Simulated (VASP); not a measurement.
# TmB3Au (Amm2) in VASP: relaxation of cell and atoms with PBE

Aim: the relaxation of cell and atoms of TmB3Au with PBE.

Program: VASP 6.6.1. These are calculated values, not measurements. Logs are shortened: lines on timing, memory, paths and dates and some standing lists are left out, and cuts for length are marked.

### Step 1. The cell of the first run

Symmetry: Amm2, No. 38, orthorhombic system. Conventional cell: a = 3.080 Å, b = 5.308 Å, c = 7.255 Å, α = 90.00°, β = 90.00°, γ = 90.00°. Tm (site symmetry mm2) has 11 B at 2.71 to 2.90 Å and 6 Au at 3.04 to 3.23 Å and 2 Tm at 3.08 Å within 3.6 Å. Within 2.3 Å of B (site symmetry m) lie 3 B at 1.70 to 1.81 Å and 1 Au at 2.22 Å. Within 2.5 Å of B (site symmetry mm2) lie 4 B at 1.81 Å and 2 Au at 2.46 Å. Au (site symmetry mm2) has 6 B at 2.22 to 2.48 Å within 2.9 Å.

The cell was generated, and may not be a known phase.

### Step 2. Relaxation of cell and atoms, PBE

The input, INCAR:

```
  ALGO = Normal
  EDIFF = 1E-7
  EDIFFG = -0.01
  ENCUT = 500
  GGA = PE
  GGA_COMPAT = F
  IBRION = 2
  ISIF = 3
  ISMEAR = 0
  LASPH = T
  LCHARG = F
  LMAXMIX = 6
  LREAL = F
  LWAVE = F
  NELM = 200
  NELMIN = 4
  NSW = 100
  PREC = Accurate
  SIGMA = 0.1
```

The input, KPOINTS:

```
k-points
0
Gamma
  10 8 8
```

The input, POSCAR:

```
TmB3Au
1.0
    3.0797727200      0.0000000000      0.0000000000
    0.0000000000      2.6539466063      3.6272937310
    0.0000000000     -2.6539466063      3.6272937310
Tm B Au
1 3 1
Direct
    0.0000000000      0.5335922038      0.5335922038
    0.5000000000      0.3757805826      0.0555769872
    0.5000000000      0.0555769872      0.3757805826
    0.0000000000      0.1590897008      0.1590897008
    0.5000000000      0.8947835855      0.8947835855
```

Potentials or basis: VASP PAW PBE potentials, release 64 (Tm_3, B, Au), 4f in core.

Run with:

```console
$ cat potpaw_PBE.64/Tm_3/POTCAR potpaw_PBE.64/B/POTCAR potpaw_PBE.64/Au/POTCAR > POTCAR
$ mpirun -np 1 vasp_std > vasp.out
```

OUTCAR:

```text
EDIFF = 1E-7
   EDIFFG = -0.01
   ENCUT = 500
   GGA = PE
   IBRION = 2
   ISIF = 3
   ISMEAR = 0
   LASPH = T
   LREAL = F
   NELM = 200
   NELMIN = 4
   NSW = 100
   PREC = Accurate

 ion  position               nearest neighbor table
   1  0.000  0.534  0.534-   3 2.71   2 2.71   3 2.71   2 2.71   4 2.72   4 2.81   4 2.81   3 2.90
                             2 2.90   2 2.90   3 2.90   5 3.04   5 3.04   5 3.23   5 3.23   5 3.23
   2  0.500  0.376  0.056-   3 1.70   4 1.81   4 1.81   5 2.22   5 2.48   1 2.71   1 2.71   1 2.90
                             1 2.90
   3  0.500  0.056  0.376-   2 1.70   4 1.81   4 1.81   5 2.22   5 2.48   1 2.71   1 2.71   1 2.90
                             1 2.90
   4  0.000  0.159  0.159-   2 1.81   3 1.81   2 1.81   3 1.81   5 2.46   5 2.46   1 2.72   1 2.81
                             1 2.81
   5  0.500  0.895  0.895-   3 2.22   2 2.22   4 2.46   4 2.46   2 2.48   3 2.48   1 3.04   1 3.04
                             1 3.23   1 3.23   1 3.23   1 3.23

  LATTYP: Found a base centered orthorhombic cell.
 ALAT       =     5.3078932126
 B/A-ratio  =     1.3667545995
 C/A-ratio  =     0.5802250717

  Lattice vectors:

 A1 = (   0.0000000000,   2.6539466063,  -3.6272937310)
 A2 = (   0.0000000000,   2.6539466063,   3.6272937310)
 A3 = (   3.0797727200,   0.0000000000,   0.0000000000)

Analysis of symmetry for initial positions (statically):
=====================================================================
 Subroutine PRICEL returns:
 Original cell was already a primitive cell.

 Routine SETGRP: Setting up the symmetry group for a
 base centered orthorhombic supercell.

 Subroutine GETGRP returns: Found  4 space group operations
 (whereof  4 operations were pure point group operations)
 out of a pool of  8 trial point group operations.

The static configuration has the point symmetry C_2v.

Analysis of symmetry for dynamics (positions and initial velocities):
=====================================================================
 Subroutine PRICEL returns:
 Original cell was already a primitive cell.

 Routine SETGRP: Setting up the symmetry group for a
 base centered orthorhombic supercell.

 Subroutine GETGRP returns: Found  4 space group operations
 (whereof  4 operations were pure point group operations)
 out of a pool of  8 trial point group operations.

The dynamic configuration has the point symmetry C_2v.

 Subroutine INISYM returns: Found  4 space group operations
[... 106 lines left out ...]
   NSW    =    100    number of steps for IOM
   IBRION =      2    ionic relax: 0-MD 1-quasi-New 2-CG
   NFREE  =      1    steps in history (QN), initial steepest desc. (CG)
   ISIF   =      3    stress and relaxation
   ISYM   =      2    0-nonsym 1-usesym 2-fastsym
   POTIM  = 0.5000    time-step for ionic-motion
   TEBEG  =    0.0;   TEEND  =   0.0 temperature during run
   PSTRESS=    0.0 pullay stress
   NELECT =      29.0000    total number of electrons
   NUPDOWN=      -1.0000    fix difference up-down
   EMIN   =  10.00;   EMAX   =-10.00  energy-range for DOS
   EFERMI =   0.00;   METHOD = LEGACY
   ISMEAR =     0;   SIGMA  =   0.10  broadening in eV -4-tet -1-fermi 0-gaus
   EFERMI_NEDOS =   21; number of points for ismear=-14 and -15
   IALGO  =     38    algorithm
   IMIX   =      4    mixing-type and parameters
     AMIX     =   0.40;   BMIX     =  1.00
     AMIX_MAG =   1.60;   BMIX_MAG =  1.00
  volume/ion in A,a.u.               =      11.86        80.03
  Fermi-wavevector in a.u.,A,eV,Ry     =   1.289831  2.437428 22.635540  1.663665
  Thomas-Fermi vector in A             =   2.421700
   LORBIT       =      0    0 simple, 1 ext, 2 COOP (PROOUT), +10 PAW based schemes
   GGA     = PE    functional components
   LHFCALC =     F    Hartree Fock is set to
   AEXX    =    0.0000 exact exchange contribution
   IVDW    =     0    specifies the selected vdW correction
   LEPSILON=     F    determine dielectric tensor
   LRPA    =     F    only Hartree local field effects (RPA)
 conjugate gradient relaxation of ions
 non-spin polarized calculation
 Gauss-broadening in eV      SIGMA  =   0.10
  energy-cutoff  :      500.00
  volume of cell :       59.30
 maximum number of plane-waves:      1533
 NGX is ok and might be reduce to    24
   NGX = 11   NGY = 17   NGZ = 17

--------------------------------------- Ionic step        1  -------------------------------------------

 number of electron      29.0000000 magnetization

 Free energy of the ion-electron system (eV)
  ---------------------------------------------------
  ext. energy  EPLUGINS =         0.00000000
  ---------------------------------------------------
  free energy    TOTEN  =       -28.92514488 eV

  energy without entropy =      -28.91340007  energy(sigma->0) =      -28.91927247

------------------------ aborting loop because EDIFF is reached ----------------------------------------

  FORCE on cell =-STRESS in cart. coord.  units (eV):
  Direction    XX          YY          ZZ          XY          YZ          ZX
  --------------------------------------------------------------------------------------
  -------------------------------------------------------------------------------------
  Total        0.1334481      0.2776473     -0.2051081      0.0000000      0.0000000      0.0000000
  in kB        3.6057818      7.5020579     -5.5420418      0.0000000      0.0000000      0.0000000
  external PRESSURE =       1.8552660 kB  Pullay stress =       0.0000000 kB
[... 182 lines left out ...]
--------------------------------------- Ionic step        6  -------------------------------------------

 number of electron      29.0000000 magnetization

 Free energy of the ion-electron system (eV)
  ---------------------------------------------------
  ext. energy  EPLUGINS =         0.00000000
  ---------------------------------------------------
  free energy    TOTEN  =       -28.92942622 eV

  energy without entropy =      -28.91839189  energy(sigma->0) =      -28.92390905

 E-fermi :   7.4526     XC(G=0): -12.0130

 val. band max:        7.4387328666   @ k =   0.1000   0.0000   0.0000
 cond. band min:       7.4647508990   @ k =   0.1000   0.5000   0.1250
 fundamental gap:      0.0260180324
 Fermi energy:         7.4525831037

 k-point     1 :       0.0000    0.0000    0.0000
  band No.  band energies     occupation
      1     -17.8866      2.00000
      2     -17.8071      2.00000
      3     -17.3229      2.00000
      4      -6.5036      2.00000
      5      -1.1970      2.00000
      6       0.1817      2.00000
[... 481 lines left out ...]
      5      -2.2626      2.00000
      6       0.2174      2.00000
[... 10 lines left out ...]
     17       9.9141      0.00000
     18      11.3225      0.00000

 [... further k-points ...]
[... 5 lines left out ...]
  --------------------------------------------------------------------------------------
  -------------------------------------------------------------------------------------
  Total       -0.0083955      0.0049131      0.0334500      0.0000000      0.0000000      0.0000000
  in kB       -0.2269179      0.1327932      0.9041011      0.0000000      0.0000000      0.0000000
  external PRESSURE =       0.2699921 kB  Pullay stress =       0.0000000 kB
[... 20 lines left out ...]
  FREE ENERGIE OF THE ION-ELECTRON SYSTEM (eV)
  ---------------------------------------------------
  free  energy   TOTEN  =       -28.9294262175 eV

  energy  without entropy=      -28.9183918861  energy(sigma->0) =      -28.92390905

 reached required accuracy - stopping structural energy minimisation
```

CONTCAR:

```text
TmB3Au
   1.00000000000000
     3.0867352524835341    0.0000000000000000    0.0000000000000000
     0.0000000000000000    2.6610238816360527    3.6083731247513113
     0.0000000000000000   -2.6610238816360527    3.6083731247513113
  Tm              B               Au
     1     3     1
Direct
     0.0000000000000000    0.5323159921611952    0.5323159921611952
     0.5000000000000000    0.3747317556583651    0.0541656565434783
     0.5000000000000000    0.0541656565434783    0.3747317556583651
     0.0000000000000000    0.1613566808601251    0.1613566808601251
     0.5000000000000000    0.8962529746768372    0.8962529746768372

  0.00000000E+00  0.00000000E+00  0.00000000E+00
  0.00000000E+00  0.00000000E+00  0.00000000E+00
  0.00000000E+00  0.00000000E+00  0.00000000E+00
  0.00000000E+00  0.00000000E+00  0.00000000E+00
  0.00000000E+00  0.00000000E+00  0.00000000E+00
```

It took 5.8 min on 1 thread of Intel Xeon Platinum 8488C (Sapphire Rapids), shared host; peak memory 0.3 GiB.

Results:

* Free energy: -28.9294 eV
* Relaxed volume: 11.86 Å³/atom
* Relaxed cell: a = 3.087 Å, b = 4.483 Å, c = 4.483 Å, α = 72.81°, β = 90.00°, γ = 90.00°
* Space group after relaxing (to 0.1 Å): Amm2 (No. 38)
* Energy gained by relaxing: 0.9 meV/atom
* Ionic steps: 6
* Pressure after relaxing: 0.0 GPa
* Largest force after relaxing: 0.009 eV/Å
* Band gap on the k mesh: zero (an odd number of electrons rules out a gap without spin polarisation)

Forces in eV/Å, atoms in the order of the input:
```
Tm   0.000  0.000  0.003
B    0.000  0.006 -0.006
B    0.000 -0.006 -0.006
B    0.000  0.000  0.002
Au   0.000  0.000  0.007
```

Stress tensor (GPa, compression positive):
```
-0.02  0.00  0.00
 0.00  0.01  0.00
 0.00  0.00  0.09
```

The path:
```csv
step,energy change (eV),largest force (eV/Å),pressure (GPa),volume (Å³)
1,0.0000,0.1436,0.19,59.30
2,-0.0030,0.0817,-0.22,59.41
3,-0.0033,0.1023,-0.36,59.46
4,-0.0042,0.0191,0.06,59.26
5,-0.0042,0.0228,0.02,59.28
6,-0.0043,0.0087,0.03,59.28
```

Final structure:
```cif
data_structure
_symmetry_space_group_name_H-M 'P 1'
_symmetry_Int_Tables_number 1
_cell_length_a 3.0867
_cell_length_b 4.4835
_cell_length_c 4.4835
_cell_angle_alpha 72.814
_cell_angle_beta 90.000
_cell_angle_gamma 90.000
_cell_volume 59.28
loop_
_atom_site_label
_atom_site_type_symbol
_atom_site_fract_x
_atom_site_fract_y
_atom_site_fract_z
_atom_site_occupancy
Tm1 Tm 0.00000 0.53232 0.53232 1
B1 B 0.50000 0.37473 0.05417 1
B2 B 0.50000 0.05417 0.37473 1
B3 B 0.00000 0.16136 0.16136 1
Au1 Au 0.50000 0.89625 0.89625 1
```

Levels at points of the mesh, in eV from the Fermi level:
```csv
k point,band 12,band 13,band 14,band 15,band 16,band 17,band 18
"(0.00, 0.00, 0.00)",-3.75,-3.50,-1.69,-0.50,1.67,2.95,3.84
"(0.50, 0.00, 0.00)",-2.55,-1.89,-1.10,-1.01,-0.47,2.34,2.46
"(0.00, 0.50, 0.00)",-3.30,-3.18,-1.14,-0.58,2.56,2.93,3.68
"(0.50, 0.50, 0.00)",-4.03,-2.88,-1.85,-1.59,2.19,2.26,4.50
"(0.00, 0.50, 0.50)",-4.49,-2.87,0.07,0.42,1.74,2.79,4.17
"(0.50, 0.50, 0.50)",-2.74,-2.68,-2.67,-2.39,2.43,3.70,4.03
```

Caveat: spin-orbit coupling is left out, which moves the levels of the heavy elements; the 4f electrons are frozen in the core, so they carry no moment and show no levels.

The gap in the log of VASP goes by the Fermi energy; the results here count the filled bands.